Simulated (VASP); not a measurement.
# LaNb (I4_1md) in VASP: notebook

The runs below take LaNb through single point, with r2SCAN, r2SCAN+U.

Everything below comes from runs of VASP 6.6.1. Logs are shortened: lines on timing, memory, paths and dates and some standing lists are left out, and cuts for length are marked.

### Step 1. The cell of the first run

The structure is tetragonal, space group I4_1md (No. 109). The conventional cell has a = 3.796 Å, b = 3.796 Å, c = 12.846 Å, α = 90.00°, β = 90.00°, γ = 90.00°. Within 3.8 Å of La (site symmetry 2mm) lie 6 Nb at 2.85 to 2.89 Å and 8 La at 3.73 to 3.80 Å. Within 3.8 Å of Nb (site symmetry 2mm) lie 6 La at 2.85 to 2.89 Å and 8 Nb at 3.73 to 3.80 Å.

### Step 2. Single point, r2SCAN

POSCAR reads:

```
LaNb
1.0
    0.0000000000      3.7962179300      0.0000000000
    3.7962179300      0.0000000000      0.0000000000
    1.8981094700      1.8981094700     -6.4228977300
La Nb
2 2
Direct
    0.4160000000      0.4160000000      0.1680000000
    0.1660000000      0.6660000000      0.6680000000
    0.0000000000      0.0000000000      0.0000000000
    0.7500000000      0.2500000000      0.5000000000
```

INCAR.step1 reads:

```
SYSTEM = LaNb
  PREC = Accurate
  ENCUT = 520
  ISMEAR = -1
  SIGMA = 0.1
  LREAL = .FALSE.
  LASPH = .TRUE.
  NELM = 80
  NBANDS = 32
  GGA = PE
  ALGO = Normal
  EDIFF = 1E-4
  LWAVE = .TRUE.
  LCHARG = .FALSE.
```

INCAR.step2 reads:

```
SYSTEM = LaNb
  PREC = Accurate
  ENCUT = 520
  EDIFF = 1E-7
  ISMEAR = -1
  SIGMA = 0.1
  LREAL = .FALSE.
  LASPH = .TRUE.
  NELM = 80
  ALGO = Normal
  ISIF = 2
  LWAVE = .FALSE.
  LCHARG = .FALSE.
  METAGGA = R2SCAN
  LMIXTAU = .TRUE.
  NBANDS = 32
  ISTART = 1
```

KPOINTS reads:

```
regular mesh
0
G
  5 5 5
  0 0 0
```

Potentials or basis: VASP PAW PBE potentials, release 64 (La, Nb_sv).

Command:

```console
cat potpaw_PBE.64/La/POTCAR potpaw_PBE.64/Nb_sv/POTCAR > POTCAR
cp INCAR.step1 INCAR
mpirun -np 1 vasp_std > vasp.out
cp INCAR.step2 INCAR
mpirun -np 1 vasp_std > vasp.out
```

OUTCAR:

```text
SYSTEM = LaNb
   PREC = Accurate
   ENCUT = 520
   EDIFF = 1E-7
   ISMEAR = -1
   LREAL = .FALSE.
   LASPH = .TRUE.
   NELM = 80
   ISIF = 2
   METAGGA = R2SCAN
   ISTART = 1

 ion  position               nearest neighbor table
   1  0.416  0.416  0.168-   4 2.85   4 2.85   3 2.89   3 2.89   3 2.89   3 2.89
   2  0.166  0.666  0.668-   3 2.85   3 2.85   4 2.89   4 2.89   4 2.89   4 2.89
   3  0.000  0.000  0.000-   2 2.85   2 2.85   1 2.89   1 2.89   1 2.89   1 2.89
   4  0.750  0.250  0.500-   1 2.85   1 2.85   2 2.89   2 2.89   2 2.89   2 2.89

  LATTYP: Found a body centered tetragonal cell.
 ALAT       =     3.7962179300
 C/A-ratio  =     3.3838403635

  Lattice vectors:

 A1 = (  -1.8981094700,   1.8981084600,   6.4228977300)
 A2 = (   1.8981084600,  -1.8981094700,   6.4228977300)
 A3 = (   1.8981094700,   1.8981094700,  -6.4228977300)

Analysis of symmetry for initial positions (statically):
=====================================================================
 Subroutine PRICEL returns:
 Original cell was already a primitive cell.

 Routine SETGRP: Setting up the symmetry group for a
 body centered tetragonal supercell.

 Subroutine GETGRP returns: Found  8 space group operations
 (whereof  4 operations were pure point group operations)
 out of a pool of 16 trial point group operations.

The static configuration has the point symmetry C_2v.
 The point group associated with its full space group is C_4v.

Analysis of symmetry for dynamics (positions and initial velocities):
=====================================================================
 Subroutine PRICEL returns:
 Original cell was already a primitive cell.

 Routine SETGRP: Setting up the symmetry group for a
 body centered tetragonal supercell.

 Subroutine GETGRP returns: Found  8 space group operations
 (whereof  4 operations were pure point group operations)
 out of a pool of 16 trial point group operations.

The dynamic configuration has the point symmetry C_2v.
 The point group associated with its full space group is C_4v.

 Subroutine INISYM returns: Found  8 space group operations
 (whereof  4 operations are pure point group operations),
 and found     1 'primitive' translations

----------------------------------------------------------------------------------------

                                     Primitive cell

  volume of cell :      92.5621

  direct lattice vectors                    reciprocal lattice vectors
     0.000000000  3.796217930  0.000000000     0.000000000  0.263420072  0.077846504
     3.796217930  0.000000000  0.000000000     0.263420072  0.000000000  0.077846504
     1.898109470  1.898109470 -6.422897730     0.000000000  0.000000000 -0.155692966

  length of vectors
     3.796217930  3.796217930  6.961268158     0.274682021  0.274682021  0.155692966

  position of ions in fractional coordinates (direct lattice)
     0.416000000  0.416000000  0.168000000
     0.166000000  0.666000000  0.668000000
     0.000000000  0.000000000  0.000000000
     0.750000000  0.250000000  0.500000000

  ion indices of the primitive-cell ions
   primitive index   ion index
                 1           1
                 2           2
                 3           3
                 4           4

----------------------------------------------------------------------------------------

 KPOINTS: regular mesh

Automatic generation of k-mesh.
 Grid dimensions read from file:
 generate k-points for:    5    5    5

 Generating k-lattice:

  Cartesian coordinates                     Fractional coordinates (reciprocal lattice)
     0.000000000  0.052684014  0.015569301     0.200000000  0.000000000  0.000000000
     0.052684014  0.000000000  0.015569301     0.000000000  0.200000000  0.000000000
     0.000000000  0.000000000 -0.031138593     0.000000000  0.000000000  0.200000000

  Length of vectors
     0.054936404  0.054936404  0.031138593

  Shift w.r.t. Gamma in fractional coordinates (k-lattice)
     0.000000000  0.000000000  0.000000000

 Subroutine IBZKPT returns following result:
[... 46 lines left out ...]
  ext. energy  EPLUGINS =         0.00000000
  ---------------------------------------------------
  free energy    TOTEN  =      -104.11101309 eV

  energy without entropy =     -103.90116840  energy(sigma->0) =     -104.00609074

 E-fermi :  10.8049     XC(G=0): -12.2412

 val. band max:       10.8021558955   @ k =  -0.2000   0.0000   0.2000
 cond. band min:      10.8161683763   @ k =  -0.4000   0.0000   0.2000
 fundamental gap:      0.0140124808
 Fermi energy:        10.8048717180

 k-point     1 :       0.0000    0.0000    0.0000
  band No.  band energies     occupation
      1     -45.5989      2.00000
      2     -45.5885      2.00000
      3     -22.2783      2.00000
      4     -22.0041      2.00000
      5     -21.0929      2.00000
      6     -21.0824      2.00000
[... 24 lines left out ...]
     31      13.9002      0.00000
     32      13.9002      0.00000

 k-point     2 :       0.2000    0.0000    0.0000
  band No.  band energies     occupation
      1     -45.5966      2.00000
      2     -45.5877      2.00000
      3     -22.2284      2.00000
      4     -22.1533      2.00000
      5     -21.1197      2.00000
      6     -21.0914      2.00000
[... 24 lines left out ...]
     31      13.8384      0.00000
     32      14.1421      0.00000

 k-point     3 :       0.4000    0.0000   -0.0000
  band No.  band energies     occupation
      1     -45.5925      2.00000
      2     -45.5869      2.00000
      3     -22.3633      2.00000
      4     -22.1058      2.00000
      5     -21.1746      2.00000
      6     -21.1157      2.00000
[... 24 lines left out ...]
     31      13.8916      0.00000
     32      13.9073      0.00000

 k-point     4 :       0.2000    0.2000    0.0000
  band No.  band energies     occupation
      1     -45.5940      2.00000
      2     -45.5873      2.00000
      3     -22.1985      2.00000
      4     -22.1579      2.00000
      5     -21.1302      2.00000
      6     -21.1095      2.00000
[... 444 lines left out ...]
     31      14.0555      0.00000
     32      14.1106      0.00000

 k-point    17 :       0.0000    0.0000    0.4000
  band No.  band energies     occupation
      1     -45.5953      2.00000
      2     -45.5921      2.00000
      3     -22.1987      2.00000
      4     -22.1165      2.00000
      5     -21.0888      2.00000
      6     -21.0888      2.00000
[... 24 lines left out ...]
     31      13.6826      0.00000
     32      13.6826      0.00000

 k-point    18 :      -0.2000    0.0000    0.4000
  band No.  band energies     occupation
      1     -45.5926      2.00000
      2     -45.5917      2.00000
      3     -22.2530      2.00000
      4     -22.1241      2.00000
      5     -21.1300      2.00000
      6     -21.0929      2.00000
[... 24 lines left out ...]
     31      13.5983      0.00000
     32      14.0378      0.00000

------------------------ aborting loop because EDIFF is reached ----------------------------------------

  FORCE on cell =-STRESS in cart. coord.  units (eV):
  Direction    XX          YY          ZZ          XY          YZ          ZX
  --------------------------------------------------------------------------------------
  -------------------------------------------------------------------------------------
  Total        6.8515119      6.8515119      1.1944739      0.0000000     -0.0000001     -0.0000001
  in kB      118.5942744    118.5942744     20.6754019      0.0000000     -0.0000016     -0.0000016
  external PRESSURE =      85.9546502 kB  Pullay stress =       0.0000000 kB

 VOLUME and BASIS-vectors are now :
 -----------------------------------------------------------------------------
  energy-cutoff  :      520.00
  volume of cell :       92.56
      direct lattice vectors                 reciprocal lattice vectors
     0.000000000  3.796217930  0.000000000     0.000000000  0.263420072  0.077846504
     3.796217930  0.000000000  0.000000000     0.263420072  0.000000000  0.077846504
     1.898109470  1.898109470 -6.422897730     0.000000000  0.000000000 -0.155692966

 POSITION                                       TOTAL-FORCE (eV/Angst)
 -----------------------------------------------------------------------------------
      1.89811      1.89811     -1.07905        -0.000000     -0.000000      0.089978
      3.79622      1.89811     -4.29050        -0.000000     -0.000000      0.089978
      0.00000      0.00000      0.00000         0.000000      0.000000     -0.089978
      1.89811      3.79622     -3.21145         0.000000      0.000000     -0.089978
 -----------------------------------------------------------------------------------
    total drift:                               -0.000033     -0.000033      0.001542

  FREE ENERGIE OF THE ION-ELECTRON SYSTEM (eV)
  ---------------------------------------------------
  free  energy   TOTEN  =      -104.1110130870 eV

  energy  without entropy=     -103.9011684014  energy(sigma->0) =     -104.00609074
```

Run time: 2.9 min. Hardware: 1 thread of AMD EPYC 9R45 (Zen 5), shared host; peak memory 0.21 GiB.

What came out:

| Property | Result |
| --- | --- |
| Free energy | -104.1110 eV |
| Pressure | 8.6 GPa |
| Largest force | 0.090 eV/Å |
| Band gap on the k mesh | zero (bands 24 and 25 overlap by 1.58 eV) |

Forces on the atoms (eV/Å):
```
La   0.000  0.000  0.090
La   0.000  0.000  0.090
Nb   0.000  0.000 -0.090
Nb   0.000  0.000 -0.090
```

Caveat: the stress differs along the axes, from 2 to 12 GPa; the PAW data sets were made with another functional, which shifts forces and pressure a little; spin-orbit coupling is left out, which moves the levels of the heavy elements.

### Step 3. Single point, r2SCAN+U

POSCAR is that of step 2.

INCAR.step1 reads:

```
SYSTEM = LaNb
ALGO = Normal
EDIFF = 1E-4
ENCUT = 520
GGA = PE
ISMEAR = -1
LASPH = .True.
LCHARG = .False.
LDAU = .True.
LDAUJ = 0 0
LDAUL = -1 2
LDAUTYPE = 2
LDAUU = 0 6
LMAXMIX = 6
LREAL = .False.
LWAVE = .True.
NBANDS = 32
NELM = 150
PREC = Accurate
SIGMA = 0.1
```

INCAR.step2 reads:

```
SYSTEM = LaNb
ALGO = Normal
EDIFF = 1E-7
ENCUT = 520
ISIF = 2
ISMEAR = -1
ISTART = 1
LASPH = .True.
LCHARG = .False.
LDAU = .True.
LDAUJ = 0 0
LDAUL = -1 2
LDAUPRINT = 1
LDAUTYPE = 2
LDAUU = 0 6
LMAXMIX = 6
LMIXTAU = .True.
LREAL = .False.
LWAVE = .False.
METAGGA = R2SCAN
NBANDS = 32
NELM = 150
PREC = Accurate
SIGMA = 0.1
```

KPOINTS reads:

```
k-points
0
Gamma
  5 5 5
  0 0 0
```

Potentials or basis: VASP PAW PBE potentials, release 64 (La, Nb_sv).

Command:

```console
cat potpaw_PBE.64/La/POTCAR potpaw_PBE.64/Nb_sv/POTCAR > POTCAR
cp INCAR.step1 INCAR
mpirun -np 1 vasp_std > vasp.out
cp INCAR.step2 INCAR
mpirun -np 1 vasp_std > vasp.out
```

It took 4 min on 1 thread of AMD EPYC 9R45 (Zen 5), shared host; peak memory 0.21 GiB.

Results (log left out):

* Free energy: -92.9283 eV
* Pressure: 15.1 GPa
* Largest force: 0.023 eV/Å
* Band gap on the k mesh: zero (bands 24 and 25 overlap by 1.57 eV)

Forces on the atoms (eV/Å):
```
La   0.000  0.000  0.023
La   0.000  0.000  0.023
Nb   0.000  0.000 -0.023
Nb   0.000  0.000 -0.023
```

Stress tensor (GPa, compression positive):
```
19.37  0.00  0.00
 0.00 19.37  0.00
 0.00  0.00  6.41
```

Levels at points of the mesh, in eV from the Fermi level:
```csv
k point,band 21,band 22,band 23,band 24,band 25,band 26,band 27,band 28
"(0.00, 0.00, 0.00)",-1.53,-1.41,-0.86,-0.63,-0.41,-0.41,0.68,0.68
```

Eigenvalues of the final occupation matrices:
| site | spin | trace | eigenvalues |
| --- | --- | --- | --- |
| site 3 d | 1 | 1.17 | 0.16 0.16 0.18 0.24 0.42 |
| site 3 d | 2 | 1.17 | 0.16 0.16 0.18 0.24 0.42 |
| site 4 d | 1 | 1.17 | 0.16 0.16 0.18 0.24 0.42 |
| site 4 d | 2 | 1.17 | 0.16 0.16 0.18 0.24 0.42 |

Caveat: the stress differs along the axes, from 6 to 19 GPa; the PAW data sets were made with another functional, which shifts forces and pressure a little; spin-orbit coupling is left out, which moves the levels of the heavy elements; U without spin polarisation on a metal has little footing; the U is typed as a test and isn't derived for this compound.

### Step 4. Single point, r2SCAN+U

POSCAR is that of step 3.

INCAR.step1 reads:

```
PREC = Accurate
ENCUT = 520
ISMEAR = -1
SIGMA = 0.1
LREAL = False
LASPH = True
NELM = 150
LMAXMIX = 6
LDAU = True
LDAUTYPE = 2
LDAUL = -1 2
LDAUU = 0 6
LDAUJ = 0 0
NBANDS = 32
GGA = PE
ALGO = Normal
EDIFF = 1E-4
LWAVE = True
LCHARG = False
```

INCAR.step2 reads:

```
PREC = Accurate
ENCUT = 520
EDIFF = 1E-7
ISMEAR = -1
SIGMA = 0.1
LREAL = False
LASPH = True
NELM = 150
ALGO = Normal
ISIF = 2
LWAVE = False
LCHARG = False
LMAXMIX = 6
LDAU = True
LDAUTYPE = 2
LDAUL = -1 2
LDAUU = 0 6
LDAUJ = 0 0
LDAUPRINT = 1
METAGGA = R2SCAN
LMIXTAU = True
NBANDS = 32
ISTART = 1
```

KPOINTS reads:

```
regular mesh
0
Gamma
  5 5 5
```

Command:

```console
cat potpaw_PBE.64/La/POTCAR potpaw_PBE.64/Nb_sv/POTCAR > POTCAR
cp INCAR.step1 INCAR
mpirun -np 1 vasp_std > vasp.out
cp INCAR.step2 INCAR
mpirun -np 1 vasp_std > vasp.out
```

Wall time 4.2 min (1 thread of AMD EPYC 9R45 (Zen 5), shared host); peak memory 0.21 GiB.

Results (log left out):

```yaml
Free_energy: -92.9283 eV
Pressure: 15.1 GPa
Largest_force: 0.023 eV/Å
Band_gap_on_the_k_mesh: zero (bands 24 and 25 overlap by 1.57 eV)
```

Forces in eV/Å, atoms in the order of the input:
```
La   0.000  0.000  0.023
La   0.000  0.000  0.023
Nb   0.000  0.000 -0.023
Nb   0.000  0.000 -0.023
```

Stress tensor (GPa, compression positive):
```
19.37  0.00  0.00
 0.00 19.37  0.00
 0.00  0.00  6.41
```

Levels at points of the mesh, in eV from the Fermi level:
| k point | band 21 | band 22 | band 23 | band 24 | band 25 | band 26 | band 27 | band 28 |
| --- | --- | --- | --- | --- | --- | --- | --- | --- |
| (0.00, 0.00, 0.00) | -1.53 | -1.41 | -0.86 | -0.63 | -0.41 | -0.41 | 0.68 | 0.68 |

Eigenvalues of the final occupation matrices:
```csv
site,spin,trace,eigenvalues
site 3 d,1,1.17,0.16 0.16 0.18 0.24 0.42
site 3 d,2,1.17,0.16 0.16 0.18 0.24 0.42
site 4 d,1,1.17,0.16 0.16 0.18 0.24 0.42
site 4 d,2,1.17,0.16 0.16 0.18 0.24 0.42
```

Caveat: the stress differs along the axes, from 6 to 19 GPa; the PAW data sets were made with another functional, which shifts forces and pressure a little; spin-orbit coupling is left out, which moves the levels of the heavy elements; U without spin polarisation on a metal has little footing; the U is typed as a test and isn't derived for this compound.

### Step 5. Single point, r2SCAN, collinear spin, zero start

POSCAR is that of step 4.

INCAR.step1 reads:

```
SYSTEM = LaNb
PREC     = Accurate       ! precision mode
ENCUT    = 520            ! plane-wave cutoff, eV
ISMEAR   = -1             ! smearing method
SIGMA    = 0.1            ! smearing width, eV
LREAL    = .FALSE.        ! projectors in reciprocal space
LASPH    = .TRUE.         ! aspherical terms in the spheres
NELM     = 150            ! most SCF steps
ISPIN    = 2              ! spin polarisation
MAGMOM   = 0 0 0 0        ! initial moments
LMAXMIX  = 6              ! l up to which the mixer works
NBANDS   = 36             ! bands
GGA      = PE             ! functional
ALGO     = Normal         ! electronic algorithm
EDIFF    = 1E-4           ! SCF threshold, eV
LWAVE    = .TRUE.         ! write WAVECAR
LCHARG   = .FALSE.        ! write CHGCAR
```

INCAR.step2 reads:

```
SYSTEM = LaNb
PREC     = Accurate       ! precision mode
ENCUT    = 520            ! plane-wave cutoff, eV
EDIFF    = 1E-6           ! SCF threshold, eV
ISMEAR   = -1             ! smearing method
SIGMA    = 0.1            ! smearing width, eV
LREAL    = .FALSE.        ! projectors in reciprocal space
LASPH    = .TRUE.         ! aspherical terms in the spheres
NELM     = 150            ! most SCF steps
ALGO     = Normal         ! electronic algorithm
ISIF     = 2              ! what is computed and relaxed
LWAVE    = .FALSE.        ! write WAVECAR
LCHARG   = .TRUE.         ! write CHGCAR
ISPIN    = 2              ! spin polarisation
MAGMOM   = 0 0 0 0        ! initial moments
LORBIT   = 11             ! projections on sites
LMAXMIX  = 6              ! l up to which the mixer works
METAGGA  = R2SCAN         ! meta-GGA
LMIXTAU  = .TRUE.       
LELF     = .TRUE.         ! ELF
LVHAR    = .TRUE.       
NBANDS   = 36             ! bands
ISTART   = 1
```

KPOINTS reads:

```
regular mesh
0
G
  5 5 5
  0 0 0
```

Command:

```console
cat potpaw_PBE.64/La/POTCAR potpaw_PBE.64/Nb_sv/POTCAR > POTCAR
cp INCAR.step1 INCAR
mpirun -np 1 vasp_std > vasp.out
cp INCAR.step2 INCAR
mpirun -np 1 vasp_std > vasp.out
```

It took 5.5 min on 1 thread of AMD EPYC 9R45 (Zen 5), shared host; peak memory 0.28 GiB.

The run converged. Its results:

* Free energy: -104.1110 eV
* Pressure: 8.6 GPa
* Largest force: 0.090 eV/Å
* Band gap on the k mesh: zero (filled and empty bands overlap)
* Net moment: 0.00 μB per cell
* Valence electrons inside the program's atomic spheres: La 9.11; Nb 10.88

Forces in eV/Å, atoms in the order of the input:
```
La   0.000  0.000  0.090
La   0.000  0.000  0.090
Nb   0.000  0.000 -0.090
Nb   0.000  0.000 -0.090
```

Stress tensor (GPa, compression positive):
```
11.86  0.00  0.00
 0.00 11.86  0.00
 0.00  0.00  2.07
```

Levels at points of the mesh, in eV from the Fermi level:
Spin up:
```csv
k point,band 23,band 24,band 25,band 26,band 27,band 28
"(0.00, 0.00, 0.00)",-0.71,-0.54,-0.54,-0.39,0.40,0.40
```
Spin down:
| k point | band 23 | band 24 | band 25 | band 26 | band 27 | band 28 |
| --- | --- | --- | --- | --- | --- | --- |
| (0.00, 0.00, 0.00) | -0.71 | -0.54 | -0.54 | -0.39 | 0.40 | 0.40 |

Caveat: the stress differs along the axes, from 2 to 12 GPa; the PAW data sets were made with another functional, which shifts forces and pressure a little; spin-orbit coupling is left out, which moves the levels of the heavy elements.

### Step 6. Summary

```csv
level,spin,U,gap on the mesh (eV),pressure (GPa),largest force (eV/Å)
r2SCAN,off,-,none,8.6,0.09
r2SCAN+U,off,Nb d U = 6.0 eV,none,15.1,0.02
r2SCAN,"collinear, zero start",-,none,8.6,0.09
```

Alike in all rows: task single point; potentials or basis VASP PAW PBE potentials, release 64 (La, Nb_sv); cell as given; k mesh 5 × 5 × 5; cutoff (eV) 520; smearing fermi-dirac 0.1 eV.

The pressure there spans 8.6 GPa (r2SCAN) to 15.1 GPa (r2SCAN+U); a positive pressure means that this level wants a larger cell, a negative one a smaller.

Caveats: the PAW data sets were made with another functional, which shifts forces and pressure a little; spin-orbit coupling is left out, which moves the levels of the heavy elements; the stress differs along the axes, from 2 to 12 GPa (at least some runs); the stress differs along the axes, from 6 to 19 GPa (at least some runs); U without spin polarisation on a metal has little footing (at least some runs); the U is typed as a test and isn't derived for this compound (at least some runs).

Absolute energies hang on the potentials; compare differences alone.

The gap in the log of VASP goes by the Fermi energy; the results here count the filled bands.